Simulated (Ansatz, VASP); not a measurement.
**Two plane-wave programs on TaN**

File INCAR:

```
PREC     = Accurate       # precision mode
ENCUT    = 520            # plane-wave cutoff, eV
EDIFF    = 1E-8           # SCF threshold, eV
ISMEAR   = -1             # smearing method
SIGMA    = 0.02           # smearing width, eV
LREAL    = False          # projectors in reciprocal space
LASPH    = True           # aspherical terms in the spheres
NELM     = 150            # most SCF steps
ALGO     = Normal         # electronic algorithm
ISIF     = 2              # what is computed and relaxed
LWAVE    = False          # write WAVECAR
LCHARG   = False          # write CHGCAR
LNONCOLLINEAR= True           # non-collinear magnetism
MAGMOM   = 0 0 0 0 0 0    # initial moments
LORBIT   = 11             # projections on sites
LSORBIT  = True           # spin-orbit coupling
GGA_COMPAT= False        
LORBMOM  = True         
LMAXMIX  = 4              # l up to which the mixer works
GGA      = PE             # functional
LEFG     = True         
NBANDS   = 28             # bands
```

File KPOINTS:

```
Automatic mesh
0
Gamma
  9 9 9
```

File POSCAR:

```
TaN
1.0
    0.0000000000      2.1790000000      2.1790000000
    2.1790000000      0.0000000000      2.1790000000
    2.1790000000      2.1790000000      0.0000000000
Ta N
1 1
Direct
    0.5000000000      0.5000000000      0.5000000000
    0.0000000000      0.0000000000      0.0000000000
```

Input for Ansatz:

```yaml
crystal:
  lattice:
    - [0.0, 2.179, 2.179]
    - [2.179, 0.0, 2.179]
    - [2.179, 2.179, 0.0]
  atoms:
    - { symbol: Ta, position: [0.5, 0.5, 0.5] }
    - { symbol: "N", position: [0.0, 0.0, 0.0] }
kpoints:
  mp_grid: { grid: [9, 9, 9] }
  band_path:
    path:
      - [0.0, 0.0, 0.0]
      - [0.5, 0.0, 0.5]
      - [0.625, 0.25, 0.625]
      - [0.375, 0.375, 0.75]
      - [0.0, 0.0, 0.0]
      - [0.5, 0.5, 0.5]
      - [0.5, 0.25, 0.75]
      - [0.5, 0.0, 0.5]
    npoints: 5
scf:
  occupations: { method: fermi_dirac, width: 0.02 }
hamiltonian:
  xc: pbe
  pseudopotentials: { kind: paw_fr }
output:
  forces: true
  stress: true
  eigenvalues: true
  efg: { contact_densities: true }
magnetization:
  noncollinear: true
  spin_orbit: true
```

Alike in both runs: task electric field gradients; functional PBE; k mesh 9 × 9 × 9; occupations fermi-dirac, width 0.02 eV; non-collinear spin, spin-orbit coupling.

```csv
,VASP,Ansatz
version,VASP 6.6.1,Ansatz 0.2.0
potentials or method,"VASP PAW PBE potentials, release 64 (Ta_pv, N)","PAW with Ansatz's default frozen-core files, fully relativistic files with spin-orbit coupling"
plane-wave cutoff (eV),520,420
valence electrons in the cell,16,18
```

|  | VASP | Ansatz | Ansatz less VASP |
| --- | --- | --- | --- |
| pressure (GPa) | 16.1 | 14.3 | -1.77 |
| net moment per atom (μB) | 0.00 | 0.00 | 0.000 |

VASP's potentials hold 16 valence electrons a cell and Ansatz's 18, so a difference there can come from the potentials and not from the codes.
